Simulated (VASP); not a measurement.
# CoO (Fm-3m) in VASP: notebook

The runs below take CoO through single point, with PBE+U.

Program: VASP 6.6.1. These are calculated values, not measurements. Logs are shortened: lines on timing, memory, paths and dates and some standing lists are left out, and cuts for length are marked.

## 1. The cell of the first run

The structure is cubic, space group Fm-3m (No. 225). The conventional cell has a = 4.263 Å, b = 4.263 Å, c = 4.263 Å, α = 90.00°, β = 90.00°, γ = 90.00°. Co (site symmetry m-3m) has 6 O at 2.13 Å within 2.8 Å. Within 2.8 Å of O (site symmetry m-3m) lie 6 Co at 2.13 Å.

## 2. Single point, PBE+U, collinear spin, antiferromagnetic start

Input file INCAR:

```
  PREC = Accurate
  ENCUT = 520
  EDIFF = 1E-6
  ISMEAR = 0
  SIGMA = 0.05
  LREAL = F
  LASPH = T
  NELM = 150
  ALGO = Normal
  ISIF = 2
  LWAVE = F
  LCHARG = F
  ISPIN = 2
  MAGMOM = 3 -3 0 0
  LORBIT = 11
  LMAXMIX = 4
  LDAU = T
  LDAUTYPE = 2
  LDAUL = 2 -1
  LDAUU = 3.3 0
  LDAUJ = 0 0
  LDAUPRINT = 1
  GGA = PE
  NBANDS = 27
```

Input file KPOINTS:

```
regular mesh
0
Gamma
  5 5 3
```

Input file POSCAR:

```
CoO
1.0
    0.0000000000      2.1315000000     -2.1315000000
    0.0000000000      2.1315000000      2.1315000000
    4.2630000000      0.0000000000      0.0000000000
Co O
2 2
Direct
    0.0000000000      0.0000000000      0.0000000000
    0.5000000000      0.5000000000      0.5000000000
    0.0000000000      1.0000000000      0.5000000000
    0.5000000000      1.5000000000      1.0000000000
```

Potentials or basis: VASP PAW PBE potentials, release 64 (Co, O).

Command:

```
cat potpaw_PBE.64/Co/POTCAR potpaw_PBE.64/O/POTCAR > POTCAR
mpirun -np 1 vasp_std > vasp.out
```

OUTCAR:

```text
PREC = Accurate
   ENCUT = 520
   EDIFF = 1E-6
   ISMEAR = 0
   LREAL = F
   LASPH = T
   NELM = 150
   ISIF = 2
   ISPIN = 2
   LORBIT = 11
   GGA = PE

 ion  position               nearest neighbor table
   1  0.000  0.000  0.000-   3 2.13   4 2.13   3 2.13   4 2.13   4 2.13   4 2.13   2 3.01   2 3.01
                             2 3.01   2 3.01   2 3.01   2 3.01   2 3.01   2 3.01
   2  0.500  0.500  0.500-   3 2.13   4 2.13   4 2.13   3 2.13   3 2.13   3 2.13   1 3.01   1 3.01
                             1 3.01   1 3.01   1 3.01   1 3.01   1 3.01   1 3.01
   3  0.000  0.000  0.500-   1 2.13   2 2.13   1 2.13   2 2.13   2 2.13   2 2.13
   4  0.500  0.500  0.000-   1 2.13   2 2.13   2 2.13   1 2.13   1 2.13   1 2.13

  LATTYP: Found a simple tetragonal cell.
 ALAT       =     3.0143962082
 C/A-ratio  =     1.4142135624

  Lattice vectors:

 A1 = (   0.0000000000,   2.1315000000,  -2.1315000000)
 A2 = (   0.0000000000,   2.1315000000,   2.1315000000)
 A3 = (   4.2630000000,   0.0000000000,   0.0000000000)

Analysis of symmetry for initial positions (statically):
=====================================================================
 Subroutine PRICEL returns following result:

  LATTYP: Found a face centered cubic cell.
 ALAT       =     4.2630000000
[... 12 lines left out ...]
 Subroutine GETGRP returns: Found 16 space group operations
 (whereof 16 operations were pure point group operations)
 out of a pool of 16 trial point group operations.

The static configuration has the point symmetry D_4h.

Analysis of symmetry for dynamics (positions and initial velocities):
=====================================================================
 Subroutine PRICEL returns following result:

  LATTYP: Found a face centered cubic cell.
 ALAT       =     4.2630000000
[... 12 lines left out ...]
 Subroutine GETGRP returns: Found 16 space group operations
 (whereof 16 operations were pure point group operations)
 out of a pool of 16 trial point group operations.

The dynamic configuration has the point symmetry D_4h.

Analysis of structural, dynamic, and magnetic symmetry:
=====================================================================
 Subroutine PRICEL returns following result:

  LATTYP: Found a face centered cubic cell.
 ALAT       =     4.2630000000
[... 12 lines left out ...]
 Subroutine GETGRP returns: Found 16 space group operations
 (whereof 16 operations were pure point group operations)
 out of a pool of 16 trial point group operations.

The overall configuration has the point symmetry D_4h.

 Subroutine INISYM returns: Found 16 space group operations
 (whereof 16 operations are pure point group operations),
 and found     2 'primitive' translations

----------------------------------------------------------------------------------------

                                     Primitive cell

  volume of cell :      19.3681

  direct lattice vectors                    reciprocal lattice vectors
    -2.131500000 -2.131500000  0.000000000    -0.234576589 -0.234576589  0.234576589
    -2.131500000  0.000000000 -2.131500000    -0.234576589  0.234576589 -0.234576589
    -0.000000000 -2.131500000 -2.131500000     0.234576589 -0.234576589 -0.234576589

  length of vectors
     3.014396208  3.014396208  3.014396208     0.406298571  0.406298571  0.406298571

  position of ions in fractional coordinates (direct lattice)
     0.000000000  0.000000000  0.000000000
     0.500000000  0.500000000  0.500000000

  ion indices of the primitive-cell ions
[... 132 lines left out ...]
  o =  0.9607  v =  0.0000  0.0000  0.0000  0.0000  0.0000  0.0000 -0.0000  0.0000 -1.0000  0.0000      0.0000  0.0000  0.0000  0.0000  0.0000  0.0000  0.0000  0.0000  0.0000  0.0000
  o =  0.9607  v =  0.0000  0.0000  0.0000  0.0000  0.0000  1.0000  0.0000  0.0000  0.0000  0.0000      0.0000  0.0000  0.0000  0.0000  0.0000  0.0000  0.0000  0.0000  0.0000  0.0000
  o =  0.9671  v =  0.0000 -0.0000  0.0000  1.0000 -0.0000  0.0000  0.0000  0.0000  0.0000  0.0000      0.0000  0.0000  0.0000  0.0000  0.0000  0.0000  0.0000  0.0000  0.0000  0.0000
  o =  0.9671  v =  1.0000  0.0000  0.0000  0.0000  0.0000  0.0000  0.0000  0.0000  0.0000  0.0000      0.0000  0.0000  0.0000  0.0000  0.0000  0.0000  0.0000  0.0000  0.0000  0.0000
  o =  0.9702  v =  0.0000 -1.0000  0.0000 -0.0000 -0.0000  0.0000  0.0000  0.0000  0.0000  0.0000      0.0000  0.0000  0.0000  0.0000  0.0000  0.0000  0.0000  0.0000  0.0000  0.0000
  o =  1.0109  v =  0.0000 -0.0000 -0.5000  0.0000  0.8660  0.0000  0.0000  0.0000  0.0000  0.0000      0.0000  0.0000  0.0000  0.0000  0.0000  0.0000  0.0000  0.0000  0.0000  0.0000
  o =  1.0129  v =  0.0000 -0.0000  0.8660  0.0000  0.5000  0.0000  0.0000  0.0000  0.0000  0.0000      0.0000  0.0000  0.0000  0.0000  0.0000  0.0000  0.0000  0.0000  0.0000  0.0000

atom =   2  type =  1  l = 2

 onsite density matrix

spin component  1

  0.9607 -0.0000 -0.0000  0.0000 -0.0000
 -0.0000  0.0390 -0.0000  0.0000 -0.0000
 -0.0000 -0.0000  0.1439  0.0000  0.0188
  0.0000  0.0000  0.0000  0.9607 -0.0000
 -0.0000 -0.0000  0.0188 -0.0000  0.1222

spin component  2

  0.9671 -0.0000  0.0000  0.0000 -0.0000
 -0.0000  0.9702  0.0000 -0.0000  0.0000
  0.0000  0.0000  1.0124 -0.0000  0.0009
  0.0000 -0.0000 -0.0000  0.9671  0.0000
 -0.0000  0.0000  0.0009  0.0000  1.0114

 occupancies and eigenvectors

  o =  0.0390  v =  0.0000  1.0000  0.0000  0.0000  0.0000  0.0000  0.0000  0.0000  0.0000  0.0000      0.0000  0.0000  0.0000  0.0000  0.0000  0.0000  0.0000  0.0000  0.0000  0.0000
  o =  0.1114  v =  0.0000  0.0000 -0.5000 -0.0000  0.8660  0.0000  0.0000  0.0000  0.0000  0.0000      0.0000  0.0000  0.0000  0.0000  0.0000  0.0000  0.0000  0.0000  0.0000  0.0000
  o =  0.1548  v =  0.0000 -0.0000  0.8660  0.0000  0.5000  0.0000  0.0000  0.0000  0.0000  0.0000      0.0000  0.0000  0.0000  0.0000  0.0000  0.0000  0.0000  0.0000  0.0000  0.0000
  o =  0.9607  v =  0.0000 -0.0000  0.0000 -1.0000  0.0000  0.0000  0.0000  0.0000  0.0000  0.0000      0.0000  0.0000  0.0000  0.0000  0.0000  0.0000  0.0000  0.0000  0.0000  0.0000
  o =  0.9607  v =  1.0000  0.0000  0.0000  0.0000  0.0000  0.0000  0.0000  0.0000  0.0000  0.0000      0.0000  0.0000  0.0000  0.0000  0.0000  0.0000  0.0000  0.0000  0.0000  0.0000
  o =  0.9671  v =  0.0000  0.0000  0.0000  0.0000  0.0000  1.0000  0.0000  0.0000  0.0000  0.0000      0.0000  0.0000  0.0000  0.0000  0.0000  0.0000  0.0000  0.0000  0.0000  0.0000
  o =  0.9671  v =  0.0000  0.0000  0.0000  0.0000  0.0000  0.0000  0.0000 -0.0000  1.0000  0.0000      0.0000  0.0000  0.0000  0.0000  0.0000  0.0000  0.0000  0.0000  0.0000  0.0000
  o =  0.9702  v =  0.0000  0.0000  0.0000  0.0000  0.0000  0.0000 -1.0000 -0.0000  0.0000  0.0000      0.0000  0.0000  0.0000  0.0000  0.0000  0.0000  0.0000  0.0000  0.0000  0.0000
  o =  1.0109  v =  0.0000  0.0000  0.0000  0.0000  0.0000  0.0000  0.0000 -0.5000 -0.0000  0.8660      0.0000  0.0000  0.0000  0.0000  0.0000  0.0000  0.0000  0.0000  0.0000  0.0000
  o =  1.0129  v =  0.0000  0.0000  0.0000  0.0000  0.0000  0.0000 -0.0000  0.8660  0.0000  0.5000      0.0000  0.0000  0.0000  0.0000  0.0000  0.0000  0.0000  0.0000  0.0000  0.0000

 number of electron      29.9999978 magnetization      -0.0000000

 Free energy of the ion-electron system (eV)
  ---------------------------------------------------
  ext. energy  EPLUGINS =         0.00000000
  ---------------------------------------------------
  free energy    TOTEN  =       -23.77747932 eV

  energy without entropy =      -23.77747932  energy(sigma->0) =      -23.77747932

 E-fermi :   7.4988     XC(G=0): -12.3360

 val. band max:        7.2358111985   @ k =   0.4000   0.0000   0.3333
 cond. band min:       7.7907366713   @ k =   0.0000   0.0000   0.3333
 fundamental gap:      0.5549254728
 Fermi energy:         7.4988142893

 spin component 1

 k-point     1 :       0.0000    0.0000    0.0000
  band No.  band energies     occupation
      1     -11.8247      1.00000
      2     -10.5254      1.00000
      3       1.6223      1.00000
      4       1.6937      1.00000
      5       2.4746      1.00000
      6       3.6628      1.00000
[... 349 lines left out ...]
     26      22.9151      0.00000
     27      26.1647      0.00000
 Fermi energy:         7.4988142893

 spin component 2

 k-point     1 :       0.0000    0.0000    0.0000
  band No.  band energies     occupation
      1     -11.8247      1.00000
      2     -10.5254      1.00000
      3       1.6223      1.00000
      4       1.6937      1.00000
      5       2.4746      1.00000
      6       3.6628      1.00000
[... 349 lines left out ...]
     26      22.9151      0.00000
     27      26.1654      0.00000

------------------------ aborting loop because EDIFF is reached ----------------------------------------

  FORCE on cell =-STRESS in cart. coord.  units (eV):
  Direction    XX          YY          ZZ          XY          YZ          ZX
  --------------------------------------------------------------------------------------
  -------------------------------------------------------------------------------------
  Total        3.2782151      0.0479751      0.0479751      0.0000000      0.0000000      0.0000000
  in kB      135.5913640      1.9843145      1.9843145      0.0000000      0.0000000      0.0000000
  external PRESSURE =      46.5199977 kB  Pullay stress =       0.0000000 kB

 VOLUME and BASIS-vectors are now :
 -----------------------------------------------------------------------------
  energy-cutoff  :      520.00
  volume of cell :       38.74
      direct lattice vectors                 reciprocal lattice vectors
     0.000000000  2.131500000 -2.131500000     0.000000000  0.234576589 -0.234576589
     0.000000000  2.131500000  2.131500000     0.000000000  0.234576589  0.234576589
     4.263000000  0.000000000  0.000000000     0.234576589  0.000000000  0.000000000

 POSITION                                       TOTAL-FORCE (eV/Angst)
 -----------------------------------------------------------------------------------
      0.00000      0.00000      0.00000        -0.000000      0.000000      0.000000
      2.13150      2.13150      0.00000        -0.000000      0.000000      0.000000
      2.13150      0.00000      0.00000        -0.000000     -0.000000     -0.000000
      0.00000      2.13150      0.00000         0.000000     -0.000000      0.000000
 -----------------------------------------------------------------------------------
    total drift:                               -0.000000     -0.000000     -0.000000

  FREE ENERGIE OF THE ION-ELECTRON SYSTEM (eV)
  ---------------------------------------------------
  free  energy   TOTEN  =       -23.7774793156 eV

  energy  without entropy=      -23.7774793156  energy(sigma->0) =      -23.77747932

 total charge

# of ion       s       p       d       tot
------------------------------------------
    1        0.302   0.367   7.131   7.800
    2        0.302   0.367   7.131   7.800
    3        1.551   3.463   0.000   5.014
    4        1.551   3.463   0.000   5.014
--------------------------------------------------
tot          3.706   7.659  14.261  25.627

 magnetization (x)

# of ion       s       p       d       tot
------------------------------------------
    1        0.025   0.022   2.699   2.747
    2       -0.025  -0.022  -2.699  -2.747
    3       -0.009  -0.107   0.000  -0.116
    4        0.009   0.107   0.000   0.116
--------------------------------------------------
tot          0.000   0.000   0.000   0.000
```

Run time: 19 s. Hardware: 1 thread of Intel Xeon Platinum 8375C at 2.90GHz (Ice Lake), shared host; peak memory 0.16 GiB.

What came out:

- Free energy: -23.7775 eV
- Pressure: 4.7 GPa
- Band gap on the k mesh: 0.55 eV
- Net moment: 0.00 μB per cell
- Site moments: Co +2.75, -2.75; O -0.12, +0.12 μB
- Valence electrons inside the program's atomic spheres: Co 7.80; O 5.01

Stress tensor (GPa, compression positive):
```
13.56  0.00  0.00
 0.00  0.20  0.00
 0.00  0.00  0.20
```

Eigenvalues of the final occupation matrices:
```tsv
site	spin	trace	eigenvalues
site 1 d	1	4.93	0.97 0.97 0.97 1.01 1.01
site 1 d	2	2.23	0.04 0.11 0.15 0.96 0.96
site 2 d	1	2.23	0.04 0.11 0.15 0.96 0.96
site 2 d	2	4.93	0.97 0.97 0.97 1.01 1.01
```

Caveat: the k points lie up to 0.49 Å⁻¹ apart. The state reached can hang on the start; a lower one may exist.

## 3. Single point, PBE+U, collinear spin, antiferromagnetic start

Changes to INCAR since step 2:

```diff
@@ -1,3 +1,3 @@
   PREC = Accurate
-  ENCUT = 520
+  ENCUT = 600
   EDIFF = 1E-6
@@ -7,3 +7,3 @@
   LASPH = T
-  NELM = 150
+  NELM = 200
   ALGO = Normal
@@ -23,2 +23,3 @@
   GGA = PE
-  NBANDS = 27
+  NBANDS = 35
+  GGA_COMPAT = F
```

KPOINTS is that of step 2.

POSCAR is that of step 2.

Potentials or basis: VASP PAW PBE potentials, release 64 (Co_sv, O).

Command:

```
cat potpaw_PBE.64/Co_sv/POTCAR potpaw_PBE.64/O/POTCAR > POTCAR
mpirun -np 1 vasp_std > vasp.out
```

Wall time 29 s (1 thread of AMD EPYC 9R45 (Zen 5), shared host); peak memory 0.15 GiB.

The run converged. Its results:

```
Free energy                                           : -23.1293 eV
Pressure                                              : 4.3 GPa
Band gap on the k mesh                                : 0.41 eV
Net moment                                            : 0.00 μB per cell
Site moments                                          : Co +2.67, -2.67; O -0.12, +0.12 μB
Valence electrons inside the program's atomic spheres : Co 14.89; O 5.02
```

Stress tensor (GPa, compression positive):
```
13.20  0.00  0.00
 0.00 -0.17  0.00
 0.00  0.00 -0.17
```

Levels at points of the mesh, in eV from the valence-band top:
Spin up:
```
           k point  band 19  band 20  band 21  band 22  band 23  band 24  band 25  band 26  band 27  band 28
(0.00, 0.00, 0.00)    -2.15    -2.15    -2.00    -1.06    -1.06     0.44     1.59     1.78     3.18     6.75
```
Spin down:
```csv
k point,band 19,band 20,band 21,band 22,band 23,band 24,band 25,band 26,band 27,band 28
"(0.00, 0.00, 0.00)",-2.15,-2.15,-2.00,-1.06,-1.06,0.44,1.59,1.78,3.18,6.75
```

Eigenvalues of the final occupation matrices:
```tsv
site	spin	trace	eigenvalues
site 1 d	1	4.68	0.92 0.92 0.93 0.95 0.96
site 1 d	2	2.03	0.03 0.08 0.11 0.91 0.91
site 2 d	1	2.03	0.03 0.08 0.11 0.91 0.91
site 2 d	2	4.68	0.92 0.92 0.93 0.95 0.96
```

Caveat: the k points lie up to 0.49 Å⁻¹ apart. The state reached can hang on the start; a lower one may exist.
